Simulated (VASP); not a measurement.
Input of a VASP 6.6.1 run:

Contents of INCAR:

```
  PREC = Accurate
  ENCUT = 520
  EDIFF = 1E-7
  ISMEAR = 0
  SIGMA = 0.01
  LREAL = False
  LASPH = True
  NELM = 60
  ALGO = Normal
  ISIF = 2
  LWAVE = False
  LCHARG = False
  GGA = PE
  NBANDS = 25
```

KPOINTS

```
regular mesh
0
Gamma
  6 6 8
```

File POSCAR:

```
SiO2
1.0
    4.0331388063      0.0000000000      0.0000000000
    0.0000000000      4.0331388063      0.0000000000
    0.0000000000      0.0000000000      2.5732223079
Si O
2 4
Direct
    0.0000000000      0.0000000000      0.0000000000
    0.5000000000      0.5000000000      0.5000000000
    0.3059000000      0.3059000000      0.0000000000
    0.1941000000      0.8059000000      0.5000000000
    0.6941000000      0.6941000000      0.0000000000
    0.8059000000      0.1941000000      0.5000000000
```

Potentials or basis: VASP PAW PBE potentials, release 64 (Si, O).

Run with:

```bash
$ cat potpaw_PBE.64/Si/POTCAR potpaw_PBE.64/O/POTCAR > POTCAR
$ mpirun -np 1 vasp_std > vasp.out
```

Task: Predict the band gap on the k mesh.

Result: 7.08 eV, direct.

Task: Predict the largest force.

Result: 0.920 eV/Å.

Task: What does it give for the pressure?

Result: 56.6 GPa.

Forces in eV/Å, atoms in the order of the input:
```
Si   0.000  0.000  0.000
Si   0.000  0.000  0.000
O   -0.651 -0.651  0.000
O    0.651 -0.651  0.000
O    0.651  0.651  0.000
O   -0.651  0.651  0.000
```

A k mesh can miss the band edges. Expect the measured gap to be larger: semilocal functionals such as PBE lack the derivative discontinuity.
